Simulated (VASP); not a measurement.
# ZnS (F-43m) in VASP: density of states with PBE

Aim: the density of states of ZnS with PBE.

All numbers are computed with VASP 6.6.1; they aren't measurements. Logs are shortened: lines on timing, memory, paths and dates and some standing lists are left out, and cuts for length are marked.

## 1. The cell of the first run

The structure is cubic, space group F-43m (No. 216). Conventional cell: a = 5.443 Å, b = 5.443 Å, c = 5.443 Å, α = 90.00°, β = 90.00°, γ = 90.00°. Zn (site symmetry -43m) has 4 S at 2.36 Å within 3.1 Å. S (site symmetry -43m) has 4 Zn at 2.36 Å within 3.1 Å.

## 2. Density of states, PBE

POSCAR reads:

```
ZnS
1.0
    0.0000000000      2.7214810280      2.7214810280
    2.7214810280      0.0000000000      2.7214810280
    2.7214810280      2.7214810280      0.0000000000
Zn S
1 1
Direct
    0.2500000000      0.2500000000      0.2500000000
    0.0000000000      0.0000000000      0.0000000000
```

INCAR.step1 reads:

```
SYSTEM = ZnS
ALGO     = Normal         ! electronic algorithm
EDIFF    = 1E-6           ! SCF threshold, eV
ENCUT    = 520            ! plane-wave cutoff, eV
GGA      = PE             ! functional
ISIF     = 2              ! what is computed and relaxed
ISMEAR   = 0              ! smearing method
LASPH    = .True.         ! aspherical terms in the spheres
LCHARG   = .True.         ! write CHGCAR
LREAL    = .False.        ! projectors in reciprocal space
LWAVE    = .False.        ! write WAVECAR
NBANDS   = 16             ! bands
NELM     = 100            ! most SCF steps
PREC     = Accurate       ! precision mode
SIGMA    = 0.02           ! smearing width, eV
```

KPOINTS.step1 reads:

```
k-points
0
Gamma
  10 10 10
  0 0 0
```

INCAR.step2 reads:

```
SYSTEM = ZnS
ALGO     = Normal         ! electronic algorithm
EDIFF    = 1E-6           ! SCF threshold, eV
ENCUT    = 520            ! plane-wave cutoff, eV
GGA      = PE             ! functional
ICHARG   = 11             ! starting density
ISIF     = 2              ! what is computed and relaxed
ISMEAR   = -5             ! smearing method
LASPH    = .True.         ! aspherical terms in the spheres
LCHARG   = .False.        ! write CHGCAR
LORBIT   = 10             ! projections on sites
LREAL    = .False.        ! projectors in reciprocal space
LWAVE    = .False.        ! write WAVECAR
NEDOS    = 1001           ! points of the DOS
NELM     = 100            ! most SCF steps
PREC     = Accurate       ! precision mode
SIGMA    = 0.02           ! smearing width, eV
```

KPOINTS.step2 reads:

```
k-points
0
Gamma
  15 15 15
  0 0 0
```

Potentials or basis: VASP PAW PBE potentials, release 64 (Zn, S).

On the command line:

```
$ cat potpaw_PBE.64/Zn/POTCAR potpaw_PBE.64/S/POTCAR > POTCAR
$ cp INCAR.step1 INCAR
$ cp KPOINTS.step1 KPOINTS
$ mpirun -np 1 vasp_std > vasp.out
$ cp INCAR.step2 INCAR
$ cp KPOINTS.step2 KPOINTS
$ mpirun -np 1 vasp_std > vasp.out
```

OUTCAR:

```text
SYSTEM = ZnS
   EDIFF = 1E-6
   ENCUT = 520
   GGA = PE
   ICHARG = 11
   ISIF = 2
   ISMEAR = -5
   LASPH = .True.
   LORBIT = 10
   LREAL = .False.
   NELM = 100
   PREC = Accurate

 ion  position               nearest neighbor table
   1  0.250  0.250  0.250-   2 2.36   2 2.36   2 2.36   2 2.36
   2  0.000  0.000  0.000-   1 2.36   1 2.36   1 2.36   1 2.36

  LATTYP: Found a face centered cubic cell.
 ALAT       =     5.4429620560

  Lattice vectors:

 A1 = (   0.0000000000,   2.7214810280,   2.7214810280)
 A2 = (   2.7214810280,   0.0000000000,   2.7214810280)
 A3 = (   2.7214810280,   2.7214810280,   0.0000000000)

Analysis of symmetry for initial positions (statically):
=====================================================================
 Subroutine PRICEL returns:
 Original cell was already a primitive cell.

 Routine SETGRP: Setting up the symmetry group for a
 face centered cubic supercell.

 Subroutine GETGRP returns: Found 24 space group operations
 (whereof 24 operations were pure point group operations)
 out of a pool of 48 trial point group operations.

The static configuration has the point symmetry T_d .

Analysis of symmetry for dynamics (positions and initial velocities):
=====================================================================
 Subroutine PRICEL returns:
 Original cell was already a primitive cell.

 Routine SETGRP: Setting up the symmetry group for a
 face centered cubic supercell.

 Subroutine GETGRP returns: Found 24 space group operations
 (whereof 24 operations were pure point group operations)
 out of a pool of 48 trial point group operations.

The dynamic configuration has the point symmetry T_d .

 Subroutine INISYM returns: Found 24 space group operations
 (whereof 24 operations are pure point group operations),
 and found     1 'primitive' translations

----------------------------------------------------------------------------------------

                                     Primitive cell

  volume of cell :      40.3131

  direct lattice vectors                    reciprocal lattice vectors
     0.000000000  2.721481028  2.721481028    -0.183723493  0.183723493  0.183723493
     2.721481028  0.000000000  2.721481028     0.183723493 -0.183723493  0.183723493
     2.721481028  2.721481028  0.000000000     0.183723493  0.183723493 -0.183723493

  length of vectors
     3.848755380  3.848755380  3.848755380     0.318218424  0.318218424  0.318218424

  position of ions in fractional coordinates (direct lattice)
     0.250000000  0.250000000  0.250000000
     0.000000000  0.000000000  0.000000000

  ion indices of the primitive-cell ions
   primitive index   ion index
                 1           1
[... 97 lines left out ...]
  Fermi-wavevector in a.u.,A,eV,Ry     =   1.251268  2.364554 21.302257  1.565672
  Thomas-Fermi vector in A             =   2.385223
   LORBIT       =     10    0 simple, 1 ext, 2 COOP (PROOUT), +10 PAW based schemes
   GGA     = PE    functional components
   LHFCALC =     F    Hartree Fock is set to
   AEXX    =    0.0000 exact exchange contribution
   IVDW    =     0    specifies the selected vdW correction
   LEPSILON=     F    determine dielectric tensor
   LRPA    =     F    only Hartree local field effects (RPA)
 non-spin polarized calculation
 Fermi weights with tetrahedron method with Bloechl corrections
  energy-cutoff  :      520.00
  volume of cell :       40.31
 maximum number of plane-waves:      1103
 NGX is ok and might be reduce to    30

 number of electron      18.0000008 magnetization

 Free energy of the ion-electron system (eV)
  ---------------------------------------------------
  ext. energy  EPLUGINS =         0.00000000
  ---------------------------------------------------
  free energy    TOTEN  =        -6.85260733 eV

  energy without entropy =       -6.85260733  energy(sigma->0) =       -6.85260733

 E-fermi :   1.9222     XC(G=0):  -9.5290

 val. band max:        1.9078744143   @ k =   0.0000   0.0000   0.0000
 cond. band min:       3.9286722607   @ k =   0.0000   0.0000   0.0000
 fundamental gap:      2.0207978464
 Fermi energy:         1.9221768801

 k-point     1 :       0.0000    0.0000    0.0000
  band No.  band energies     occupation
      1     -11.0843      2.00000
      2      -4.3478      2.00000
      3      -4.3478      2.00000
      4      -4.3478      2.00000
      5      -3.8734      2.00000
      6      -3.8734      2.00000
      7       1.9079      2.00000
      8       1.9079      2.00000
      9       1.9079      2.00000
     10       3.9287      0.00000
     11       8.3186      0.00000
     12       8.3186      0.00000
     13       8.3186      0.00000
[... 354 lines left out ...]
  band No.  band energies     occupation
      1     -10.8062      2.00000
      2      -4.3673      2.00000
      3      -4.2813      2.00000
      4      -4.2812      2.00000
      5      -3.8967      2.00000
      6      -3.8564      2.00000
      7       0.1604      2.00000
      8       1.2675      2.00000
      9       1.3105      2.00000
     10       5.6541      0.00000
     11       7.3408      0.00000
     12       9.2844      0.00000
     13       9.3345      0.00000

 [... further k-points ...]

------------------------ aborting loop because EDIFF is reached ----------------------------------------

  FORCE on cell =-STRESS in cart. coord.  units (eV):
  Direction    XX          YY          ZZ          XY          YZ          ZX
  --------------------------------------------------------------------------------------
  -------------------------------------------------------------------------------------
  Total        0.0568107      0.0568107      0.0568107     -0.0000000      0.0000000      0.0000000
  in kB        2.2578474      2.2578474      2.2578474     -0.0000000      0.0000000      0.0000000
  external PRESSURE =       2.2578474 kB  Pullay stress =       0.0000000 kB

 VOLUME and BASIS-vectors are now :
 -----------------------------------------------------------------------------
  energy-cutoff  :      520.00
  volume of cell :       40.31
      direct lattice vectors                 reciprocal lattice vectors
     0.000000000  2.721481028  2.721481028    -0.183723493  0.183723493  0.183723493
     2.721481028  0.000000000  2.721481028     0.183723493 -0.183723493  0.183723493
     2.721481028  2.721481028  0.000000000     0.183723493  0.183723493 -0.183723493

 POSITION                                       TOTAL-FORCE (eV/Angst)
 -----------------------------------------------------------------------------------
      1.36074      1.36074      1.36074        -0.000000     -0.000000     -0.000000
      0.00000      0.00000      0.00000         0.000000      0.000000      0.000000
 -----------------------------------------------------------------------------------
    total drift:                                0.000000      0.000000      0.000000

  FREE ENERGIE OF THE ION-ELECTRON SYSTEM (eV)
  ---------------------------------------------------
  free  energy   TOTEN  =        -6.8526073279 eV

  energy  without entropy=       -6.8526073279  energy(sigma->0) =       -6.85260733

 total charge

# of ion       s       p       d       tot
------------------------------------------
    1        0.514   0.458   9.797  10.770
    2        1.316   2.426   0.000   3.742
--------------------------------------------------
tot          1.830   2.884   9.797  14.512
```

Run time: 68 s. Hardware: 1 thread of Intel Xeon Platinum 8488C (Sapphire Rapids), shared host; peak memory 0.2 GiB.

What came out:

```
Valence electrons inside the program's atomic spheres : Zn 10.77; S 3.74
```

Levels at points of the mesh, in eV from the valence-band top:
```tsv
k point	band 7	band 8	band 9	band 10	band 11	band 12
(0.00, 0.00, 0.00)	0.00	0.00	0.00	2.02	6.41	6.41
```
